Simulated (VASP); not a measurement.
**Ba: single point with PBEsol**

The system is Ba.

```
Ba
1.0
     0.00000    2.99698    2.99698
     2.99698    0.00000    2.99698
     2.99698    2.99698    0.00000
Ba
1
Direct
  0.00000 0.00000 0.00000
```

This isn't the form of Ba at room conditions, which is bcc.

| Property | Result |
| --- | --- |
| Program | VASP 6.6.1 |
| Task | single point |
| Functional | PBEsol |
| Potentials or basis | VASP PAW PBE potentials, release 64 (Ba_sv) |
| Cutoff | 520 eV |
| k mesh | 14 × 14 × 14 |
| Occupations | gaussian, width 0.15 eV |
| Spin | no spin polarisation |

```json
{
 "Pressure": "0.9 GPa",
 "Band gap on the k mesh": "zero (bands 5 and 6 overlap by 0.47 eV)"
}
```

Levels at points of the mesh, in eV from the Fermi level:
```tsv
k point	band 3	band 4	band 5	band 6	band 7	band 8
(0.00, 0.00, 0.00)	-13.42	-13.42	-2.84	1.94	1.94	1.94
(0.50, 0.00, 0.00)	-13.52	-13.52	-1.03	1.61	1.76	1.76
(0.50, 0.50, 0.00)	-13.69	-13.69	-1.01	-0.34	2.78	5.33
```

Run time: 13 s on 1 thread of Intel(R) Xeon(R) 6975P-C (Granite Rapids), on a shared host, peak memory 0.21 GiB.

Caveat: the PAW data sets were made with another functional, which shifts forces and pressure a little; spin-orbit coupling is left out, which moves the levels of the heavy elements.
